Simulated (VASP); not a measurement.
# BN (Fmm2) in VASP: a series of runs

BN is run at these levels: LDA; tasks: single point.

Everything below comes from runs of VASP 6.6.1. Logs are shortened: lines on timing, memory, paths and dates and some standing lists are left out, and cuts for length are marked.

### 1 The cell of the first run

Symmetry: Fmm2, No. 42, orthorhombic system. The conventional cell has a = 2.503 Å, b = 6.991 Å, c = 4.332 Å, α = 90.00°, β = 90.00°, γ = 90.00°. Within 1.9 Å of B (site symmetry mm2) lie 3 N at 1.44 Å. Within 1.9 Å of N (site symmetry mm2) lie 3 B at 1.44 Å.

### 2 Single point, LDA

Input file INCAR:

```
PREC     = Accurate       # precision mode
ENCUT    = 600            # plane-wave cutoff, eV
EDIFF    = 1E-6           # SCF threshold, eV
ISMEAR   = 0              # smearing method
SIGMA    = 0.01           # smearing width, eV
LREAL    = F              # projectors in reciprocal space
LASPH    = T              # aspherical terms in the spheres
NELM     = 120            # most SCF steps
ALGO     = Normal         # electronic algorithm
ISIF     = 2              # what is computed and relaxed
LWAVE    = F              # write WAVECAR
LCHARG   = F              # write CHGCAR
NBANDS   = 11             # bands
GGA_COMPAT= F
```

Input file KPOINTS:

```
Automatic mesh
0
Gamma
  8 8 8
```

Input file POSCAR:

```
BN
1.0
    0.0000000000      3.4953160000      2.1660910000
    1.2516320000      0.0000000000      2.1660910000
    1.2516320000      3.4953160000      0.0000000000
B N
1 1
Direct
    0.0000490000      0.0000490000      0.9999510000
    0.6666666667      0.6666666667      0.3333333333
```

Potentials or basis: VASP PAW LDA potentials, release 64 (B, N).

Launch:

```sh
> cat potpaw_LDA.64/B/POTCAR potpaw_LDA.64/N/POTCAR > POTCAR
> mpirun -np 1 vasp_std > vasp.out
```

OUTCAR:

```text
PREC = Accurate
   ENCUT = 600
   EDIFF = 1E-6
   ISMEAR = 0
   LREAL = F
   LASPH = T
   NELM = 120
   ISIF = 2

 ion  position               nearest neighbor table
   1  0.000  0.000  1.000-   2 1.44   2 1.44   2 1.44
   2  0.667  0.667  0.333-   1 1.44   1 1.44   1 1.44

  LATTYP: Found a face centered orthorhombic cell.
 ALAT       =     2.5032640000
 B/A-ratio  =     1.7306133113
 C/A-ratio  =     2.7926067726

  Lattice vectors:

 A1 = (   0.0000000000,   3.4953160000,   2.1660910000)
 A2 = (  -1.2516320000,   3.4953160000,   0.0000000000)
 A3 = (  -1.2516320000,   0.0000000000,   2.1660910000)

Analysis of symmetry for initial positions (statically):
=====================================================================
 Subroutine PRICEL returns:
 Original cell was already a primitive cell.

 Routine SETGRP: Setting up the symmetry group for a
 face centered orthorhombic supercell.

 Subroutine GETGRP returns: Found  4 space group operations
 (whereof  4 operations were pure point group operations)
 out of a pool of  8 trial point group operations.

The static configuration has the point symmetry C_2v.

Analysis of symmetry for dynamics (positions and initial velocities):
=====================================================================
 Subroutine PRICEL returns:
 Original cell was already a primitive cell.

 Routine SETGRP: Setting up the symmetry group for a
 face centered orthorhombic supercell.

 Subroutine GETGRP returns: Found  4 space group operations
 (whereof  4 operations were pure point group operations)
 out of a pool of  8 trial point group operations.

The dynamic configuration has the point symmetry C_2v.

 Subroutine INISYM returns: Found  4 space group operations
 (whereof  4 operations are pure point group operations),
 and found     1 'primitive' translations

----------------------------------------------------------------------------------------

                                     Primitive cell

  volume of cell :      18.9526

  direct lattice vectors                    reciprocal lattice vectors
     0.000000000  3.495316000  2.166091000    -0.399478441  0.143048583  0.230830561
     1.251632000  0.000000000  2.166091000     0.399478441 -0.143048583  0.230830561
     1.251632000  3.495316000  0.000000000     0.399478441  0.143048583 -0.230830561

  length of vectors
     4.112077840  2.501705995  3.712656273     0.483041064  0.483041064  0.483041064

  position of ions in fractional coordinates (direct lattice)
     0.000049000  0.000049000  0.999951000
     0.666666667  0.666666667  0.333333333

  ion indices of the primitive-cell ions
   primitive index   ion index
                 1           1
                 2           2

----------------------------------------------------------------------------------------

 KPOINTS: Automatic mesh

Automatic generation of k-mesh.
 Grid dimensions read from file:
 generate k-points for:    8    8    8

 Generating k-lattice:

  Cartesian coordinates                     Fractional coordinates (reciprocal lattice)
    -0.049934805  0.017881073  0.028853820     0.125000000  0.000000000 -0.000000000
     0.049934805 -0.017881073  0.028853820     0.000000000  0.125000000  0.000000000
     0.049934805  0.017881073 -0.028853820    -0.000000000  0.000000000  0.125000000

  Length of vectors
     0.060380133  0.060380133  0.060380133

  Shift w.r.t. Gamma in fractional coordinates (k-lattice)
     0.000000000  0.000000000  0.000000000

 Subroutine IBZKPT returns following result:
 ===========================================

 Found     95 irreducible k-points:

 Following reciprocal coordinates:
            Coordinates               Weight
  0.000000  0.000000  0.000000      1.000000
  0.125000  0.000000  0.000000      8.000000
  0.250000  0.000000  0.000000      8.000000
  0.375000 -0.000000  0.000000      8.000000
  0.500000  0.000000  0.000000      4.000000
  0.125000  0.125000  0.000000      2.000000
[... 16 lines left out ...]
  0.250000  0.000000  0.125000      8.000000
  0.375000 -0.000000  0.125000      8.000000
 [... further k-points ...]
   k-points           NKPTS =     95   k-points in BZ     NKDIM =     95   number of bands    NBANDS=     11
   number of dos      NEDOS =    301   number of ions     NIONS =      2
   total plane-waves  NPLWV =  21600
   dimension x,y,z NGX =    36 NGY =   20 NGZ =   30
   dimension x,y,z NGXF=    72 NGYF=   40 NGZF=   60
   ions per type =               1   1
   NGX,Y,Z   is equivalent  to a cutoff of  14.55, 13.29, 13.43 a.u.
   NGXF,Y,Z  is equivalent  to a cutoff of  29.11, 26.58, 26.87 a.u.
 SYSTEM =  unknown system
   PREC   = accura    normal or accurate (medium, high low for compatibility)
   ISTART =      0    job   : 0-new  1-cont  2-samecut
   ICHARG =      2    charge: 1-file 2-atom 10-const
   ISPIN  =      1    spin polarized calculation?
   LNONCOLLINEAR =      F non collinear calculations
   LSORBIT =      F    spin-orbit coupling
   LASPH  =      T    aspherical Exc in radial PAW
   ENCUT  =  600.0 eV  44.10 Ry    6.64 a.u.   8.21  5.00  7.42*2*pi/ulx,y,z
   NELM   =    120;   NELMIN=  2; NELMDL= -5     # of ELM steps
   EDIFF  = 0.1E-05   stopping-criterion for ELM
   LREAL  =      F    real-space projection
   EDIFFG = 0.1E-04   stopping-criterion for IOM
   NSW    =      0    number of steps for IOM
   IBRION =     -1    ionic relax: 0-MD 1-quasi-New 2-CG
   NFREE  =      0    steps in history (QN), initial steepest desc. (CG)
   ISIF   =      2    stress and relaxation
   ISYM   =      2    0-nonsym 1-usesym 2-fastsym
   POTIM  = 0.5000    time-step for ionic-motion
   TEBEG  =    0.0;   TEEND  =   0.0 temperature during run
   PSTRESS=    0.0 pullay stress
   NELECT =       8.0000    total number of electrons
   NUPDOWN=      -1.0000    fix difference up-down
   EMIN   =  10.00;   EMAX   =-10.00  energy-range for DOS
   EFERMI =   0.00;   METHOD = LEGACY
   ISMEAR =     0;   SIGMA  =   0.01  broadening in eV -4-tet -1-fermi 0-gaus
   EFERMI_NEDOS =   21; number of points for ismear=-14 and -15
   IALGO  =     38    algorithm
   IMIX   =      4    mixing-type and parameters
     AMIX     =   0.40;   BMIX     =  1.00
     AMIX_MAG =   1.60;   BMIX_MAG =  1.00
  volume/ion in A,a.u.               =       9.48        63.95
  Fermi-wavevector in a.u.,A,eV,Ry     =   1.228047  2.320672 20.518930  1.508099
  Thomas-Fermi vector in A             =   2.362987
   LORBIT       =      0    0 simple, 1 ext, 2 COOP (PROOUT), +10 PAW based schemes
   GGA     = CA    functional components
   LHFCALC =     F    Hartree Fock is set to
   AEXX    =    0.0000 exact exchange contribution
   IVDW    =     0    specifies the selected vdW correction
   LEPSILON=     F    determine dielectric tensor
   LRPA    =     F    only Hartree local field effects (RPA)
 non-spin polarized calculation
 Gauss-broadening in eV      SIGMA  =   0.01
  energy-cutoff  :      600.00
  volume of cell :       18.95
 maximum number of plane-waves:       647
 NGX is ok and might be reduce to    36
   NGX = 17   NGY =  9   NGZ = 15

 number of electron       8.0000000 magnetization

 Free energy of the ion-electron system (eV)
  ---------------------------------------------------
  ext. energy  EPLUGINS =         0.00000000
  ---------------------------------------------------
  free energy    TOTEN  =       -19.28155474 eV

  energy without entropy =      -19.28155474  energy(sigma->0) =      -19.28155474

 E-fermi :   1.9887     XC(G=0): -10.2060

 val. band max:        1.8778191336   @ k =   0.5000  -0.3750   0.1250
 cond. band min:       5.4868607333   @ k =   0.0000   0.5000   0.5000
 fundamental gap:      3.6090415996
 Fermi energy:         1.9887323802

 k-point     1 :       0.0000    0.0000    0.0000
  band No.  band energies     occupation
      1     -15.8138      2.00000
      2      -2.6680      2.00000
      3       0.4093      2.00000
      4       0.4182      2.00000
      5       6.3555      0.00000
      6      13.2342      0.00000
      7      13.2935      0.00000
      8      14.6437      0.00000
      9      16.3378      0.00000
     10      27.1615      0.00000
     11      28.1296      0.00000

 k-point     2 :       0.1250    0.0000    0.0000
  band No.  band energies     occupation
      1     -15.5031      2.00000
      2      -2.3675      2.00000
      3      -0.7576      2.00000
      4      -0.1349      2.00000
      5       7.0309      0.00000
      6      13.1197      0.00000
      7      13.6140      0.00000
      8      14.5373      0.00000
      9      17.2569      0.00000
     10      25.2384      0.00000
     11      27.9503      0.00000

 k-point     3 :       0.2500    0.0000    0.0000
  band No.  band energies     occupation
      1     -14.6156      2.00000
      2      -3.3016      2.00000
      3      -1.4612      2.00000
      4      -1.2111      2.00000
      5       8.6155      0.00000
      6      11.1927      0.00000
      7      12.9131      0.00000
      8      17.7027      0.00000
      9      19.0748      0.00000
     10      21.7005      0.00000
     11      26.6949      0.00000

 k-point     4 :       0.3750   -0.0000    0.0000
  band No.  band energies     occupation
      1     -13.3661      2.00000
      2      -5.8577      2.00000
      3      -2.0761      2.00000
      4      -0.1032      2.00000
      5       7.7592      0.00000
      6      11.1407      0.00000
      7      13.2858      0.00000
      8      18.7430      0.00000
      9      21.0803      0.00000
     10      21.4267      0.00000
     11      25.2443      0.00000

 k-point     5 :       0.5000    0.0000    0.0000
  band No.  band energies     occupation
      1     -12.5916      2.00000
      2      -7.1102      2.00000
      3      -2.3929      2.00000
      4       0.8142      2.00000
      5       6.3008      0.00000
      6      11.6384      0.00000
      7      14.7772      0.00000
      8      17.0683      0.00000
      9      21.2826      0.00000
     10      23.3673      0.00000
     11      24.8185      0.00000
[... 211 lines left out ...]
 k-point    21 :       0.5000    0.5000    0.0000
  band No.  band energies     occupation
      1     -12.6380      2.00000
      2      -7.2044      2.00000
      3      -2.3860      2.00000
      4       1.3272      2.00000
      5       7.4943      0.00000
      6      11.1750      0.00000
      7      13.6450      0.00000
      8      15.2499      0.00000
      9      20.9046      0.00000
     10      23.4485      0.00000
     11      23.4851      0.00000

 k-point    22 :       0.1250    0.0000    0.1250
  band No.  band energies     occupation
      1     -15.7842      2.00000
      2      -2.9733      2.00000
      3       0.4106      2.00000
      4       0.4147      2.00000
      5       6.9708      0.00000
      6      13.2385      0.00000
      7      13.2775      0.00000
      8      14.5909      0.00000
      9      16.4003      0.00000
     10      26.9412      0.00000
     11      27.5783      0.00000

 k-point    23 :       0.2500    0.0000    0.1250
  band No.  band energies     occupation
      1     -15.4499      2.00000
      2      -2.8879      2.00000
      3      -0.7550      2.00000
      4      -0.1350      2.00000
      5       8.1034      0.00000
      6      13.0848      0.00000
      7      13.7484      0.00000
      8      14.5401      0.00000
      9      17.1804      0.00000
     10      25.2084      0.00000
     11      27.4769      0.00000

 k-point    24 :       0.3750   -0.0000    0.1250
  band No.  band energies     occupation
      1     -14.5538      2.00000
      2      -3.3188      2.00000
      3      -2.0238      2.00000
      4      -1.2112      2.00000
      5       9.4084      0.00000
      6      11.9100      0.00000
      7      13.1148      0.00000
      8      17.7024      0.00000
      9      18.5834      0.00000
     10      22.2390      0.00000
     11      26.6140      0.00000

 [... further k-points ...]

------------------------ aborting loop because EDIFF is reached ----------------------------------------

  FORCE on cell =-STRESS in cart. coord.  units (eV):
  Direction    XX          YY          ZZ          XY          YZ          ZX
  --------------------------------------------------------------------------------------
  -------------------------------------------------------------------------------------
  Total       -0.6251104     -0.1582706     -0.6180820      0.0000000      0.0000000      0.0000000
  in kB      -52.8442261    -13.3795325    -52.2500693      0.0000000      0.0000000      0.0000000
  external PRESSURE =     -39.4912760 kB  Pullay stress =       0.0000000 kB

 VOLUME and BASIS-vectors are now :
 -----------------------------------------------------------------------------
  energy-cutoff  :      600.00
  volume of cell :       18.95
      direct lattice vectors                 reciprocal lattice vectors
     0.000000000  3.495316000  2.166091000    -0.399478441  0.143048583  0.230830561
     1.251632000  0.000000000  2.166091000     0.399478441 -0.143048583  0.230830561
     1.251632000  3.495316000  0.000000000     0.399478441  0.143048583 -0.230830561

 POSITION                                       TOTAL-FORCE (eV/Angst)
 -----------------------------------------------------------------------------------
      1.25163      3.49532      0.00021         0.000000      0.000000      0.013269
      1.25163      3.49532      2.88812         0.000000      0.000000     -0.013269
 -----------------------------------------------------------------------------------
    total drift:                                0.000002     -0.000002     -0.000040

  FREE ENERGIE OF THE ION-ELECTRON SYSTEM (eV)
  ---------------------------------------------------
  free  energy   TOTEN  =       -19.2815547396 eV

  energy  without entropy=      -19.2815547396  energy(sigma->0) =      -19.28155474
```

Wall time 37 s (1 thread of Intel Xeon 8259CL, shared host); peak memory 0.15 GiB.

Results:

```
Free energy            : -19.2816 eV
Pressure               : -3.9 GPa
Largest force          : 0.013 eV/Å
Band gap on the k mesh : 3.61 eV (least direct gap 4.66 eV)
```

Forces on the atoms (eV/Å):
```
B    0.000  0.000  0.013
N    0.000  0.000 -0.013
```

Stress tensor (GPa, compression positive):
```
-5.28  0.00  0.00
 0.00 -1.34  0.00
 0.00  0.00 -5.23
```

Levels at points of the mesh, in eV from the valence-band top:
| k point | band 1 | band 2 | band 3 | band 4 | band 5 | band 6 | band 7 | band 8 | band 9 |
| --- | --- | --- | --- | --- | --- | --- | --- | --- | --- |
| (0.00, 0.00, 0.00) | -17.69 | -4.55 | -1.47 | -1.46 | 4.48 | 11.36 | 11.42 | 12.77 | 14.46 |
| (0.50, 0.00, 0.00) | -14.47 | -8.99 | -4.27 | -1.06 | 4.42 | 9.76 | 12.90 | 15.19 | 19.40 |
| (0.50, 0.50, 0.00) | -14.52 | -9.08 | -4.26 | -0.55 | 5.62 | 9.30 | 11.77 | 13.37 | 19.03 |
| (0.50, 0.00, 0.50) | -17.48 | -6.26 | -1.48 | -1.46 | 9.22 | 11.31 | 11.38 | 11.94 | 15.35 |
| (0.00, 0.50, 0.50) | -14.41 | -8.89 | -4.30 | -1.53 | 3.61 | 9.85 | 14.05 | 18.22 | 18.92 |

Caveat: the cell stands under tension. A k mesh can miss the band edges.

### 3 Single point, LDA

Input file INCAR:

```
PREC = Accurate
ENCUT = 600
EDIFF = 1E-6
ISMEAR = 0
SIGMA = 0.01
LREAL = False
LASPH = True
NELM = 120
ALGO = Normal
ISIF = 2
LWAVE = False
LCHARG = False
GGA = CA
NBANDS = 11
GGA_COMPAT = False
```

KPOINTS is that of step 2.

POSCAR is that of step 2.

Potentials or basis: VASP PAW LDA potentials, release 64 (B, N).

Launch:

```sh
> cat potpaw_LDA.64/B/POTCAR potpaw_LDA.64/N/POTCAR > POTCAR
> mpirun -np 1 vasp_std > vasp.out
```

Run time: 36 s. Hardware: 1 thread of Intel Xeon 8259CL, shared host; peak memory 0.15 GiB.

The run converged. Its results:

| Item | Value |
| --- | --- |
| Free energy | -19.2816 eV |
| Pressure | -3.9 GPa |
| Largest force | 0.013 eV/Å |
| Band gap on the k mesh | 3.61 eV (least direct gap 4.66 eV) |

Forces in eV/Å, atoms in the order of the input:
```
B    0.000  0.000  0.013
N    0.000  0.000 -0.013
```

Stress tensor (GPa, compression positive):
```
-5.28  0.00  0.00
 0.00 -1.34  0.00
 0.00  0.00 -5.23
```

Levels at points of the mesh, in eV from the valence-band top:
| k point | band 1 | band 2 | band 3 | band 4 | band 5 | band 6 | band 7 | band 8 | band 9 |
| --- | --- | --- | --- | --- | --- | --- | --- | --- | --- |
| (0.00, 0.00, 0.00) | -17.69 | -4.55 | -1.47 | -1.46 | 4.48 | 11.36 | 11.42 | 12.77 | 14.46 |
| (0.50, 0.00, 0.00) | -14.47 | -8.99 | -4.27 | -1.06 | 4.42 | 9.76 | 12.90 | 15.19 | 19.40 |
| (0.50, 0.50, 0.00) | -14.52 | -9.08 | -4.26 | -0.55 | 5.62 | 9.30 | 11.77 | 13.37 | 19.03 |
| (0.50, 0.00, 0.50) | -17.48 | -6.26 | -1.48 | -1.46 | 9.22 | 11.31 | 11.38 | 11.94 | 15.35 |
| (0.00, 0.50, 0.50) | -14.41 | -8.89 | -4.30 | -1.53 | 3.61 | 9.85 | 14.05 | 18.22 | 18.92 |

Caveat: the cell stands under tension.
